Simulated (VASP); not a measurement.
Write the native input for VASP 6.6.1 that does the following.

```
Task                   : single point
Functional             : PBEsol
Potentials or basis    : VASP PAW PBE potentials, release 64 (Co)
Cutoff                 : 520 eV
k mesh                 : 21 × 21 × 12
Occupations            : gaussian, width 0.15 eV
Spin                   : collinear spin, ferromagnetic start
Starting moments       : [1.79, 1.79] μB
Dipole correction      : no
Further INCAR settings : ALGO = Fast; EDIFF = 1e-07; NBANDS = 20
```

The structure of Co lies in POSCAR:

```
Co
1.0
    2.4064000000      0.0000000000      0.0000000000
   -1.2032000000      2.0840035317      0.0000000000
    0.0000000000      0.0000000000      3.6500000000
Co
2
Direct
    0.3333333333      0.6666666667      0.2500000000
    0.6666666667      0.3333333333      0.7500000000
```

One way to write it, as run:

INCAR

```
PREC = Accurate ; ENCUT = 520
EDIFF = 1E-7 ; ISMEAR = 0
SIGMA = 0.15 ; LREAL = F
LASPH = T ; NELM = 150
ALGO = Fast ; ISIF = 2
LWAVE = F ; LCHARG = F
ISPIN = 2 ; MAGMOM = 1.79 1.79
LORBIT = 11 ; LMAXMIX = 4
GGA = PS ; NBANDS = 20
```

KPOINTS

```
Automatic mesh
0
Gamma
  21 21 12
```

Potentials or basis: VASP PAW PBE potentials, release 64 (Co).

Command:

```console
$ cat potpaw_PBE.64/Co/POTCAR > POTCAR
$ mpirun -np 1 vasp_std > vasp.out
```

It gave:

* Pressure: 39.8 GPa
* Net moment: 2.80 μB per cell
* Site moments: Co +1.38 μB
* Valence electrons inside the program's atomic spheres: Co 8.67

Caveat: the cell stands under pressure; the PAW data sets were made with another functional, which shifts forces and pressure a little.

It took 110 s on 1 thread of Intel(R) Xeon(R) 6975P-C (Granite Rapids) (shared host), peak memory 0.27 GiB.
